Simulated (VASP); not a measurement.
Wanted: the native input for a VASP 6.6.1 run.

* Task: single point
* Functional: r2SCAN
* Potentials or basis: VASP PAW PBE potentials, release 64 (Pt)
* Cutoff: 520 eV
* k mesh: 15 × 15 × 15
* Occupations: fermi-dirac, width 0.1 eV
* Spin: no spin polarisation
* Dipole correction: no
* Further INCAR settings: ALGO = Normal; EDIFF = 1e-06; NBANDS = 11

Pt:

```
Pt
1.0
     0.00000    2.01167    2.01167
     2.01167    0.00000    2.01167
     2.01167    2.01167    0.00000
Pt
1
Direct
  0.00000 0.00000 0.00000
```

These files were run (other wordings do the same):

POSCAR

```
Pt
1.0
    0.0000000000      2.0116740404      2.0116740404
    2.0116740404      0.0000000000      2.0116740404
    2.0116740404      2.0116740404      0.0000000000
Pt
1
Direct
    0.0000000000      0.0000000000      0.0000000000
```

INCAR.step1

```
SYSTEM = Pt
  PREC = Accurate
  ENCUT = 520
  ISMEAR = -1
  SIGMA = 0.1
  LREAL = .False.
  LASPH = .True.
  NELM = 80
  NBANDS = 11
  GGA = PE
  ALGO = Normal
  EDIFF = 1E-4
  LWAVE = .True.
  LCHARG = .False.
```

INCAR.step2

```
SYSTEM = Pt
  PREC = Accurate
  ENCUT = 520
  EDIFF = 1E-6
  ISMEAR = -1
  SIGMA = 0.1
  LREAL = .False.
  LASPH = .True.
  NELM = 80
  ALGO = Normal
  ISIF = 2
  LWAVE = .False.
  LCHARG = .False.
  METAGGA = R2SCAN
  LMIXTAU = .True.
  NBANDS = 11
  ISTART = 1
```

KPOINTS

```
regular mesh
0
Gamma
  15 15 15
  0 0 0
```

Potentials or basis: VASP PAW PBE potentials, release 64 (Pt).

The run is started by

```sh
$ cat potpaw_PBE.64/Pt/POTCAR > POTCAR
$ cp INCAR.step1 INCAR
$ mpirun -np 1 vasp_std > vasp.out
$ cp INCAR.step2 INCAR
$ mpirun -np 1 vasp_std > vasp.out
```

It gave:

```
Pressure               : -13.5 GPa
Band gap on the k mesh : zero (bands 5 and 6 overlap by 2.04 eV)
```

Caveat: the cell stands under tension; the PAW data sets were made with another functional, which shifts forces and pressure a little; spin-orbit coupling is left out, which moves the levels of the heavy elements.

Run time: 88 s on 1 thread of Intel Xeon 8259CL, on a shared host, peak memory 0.16 GiB.
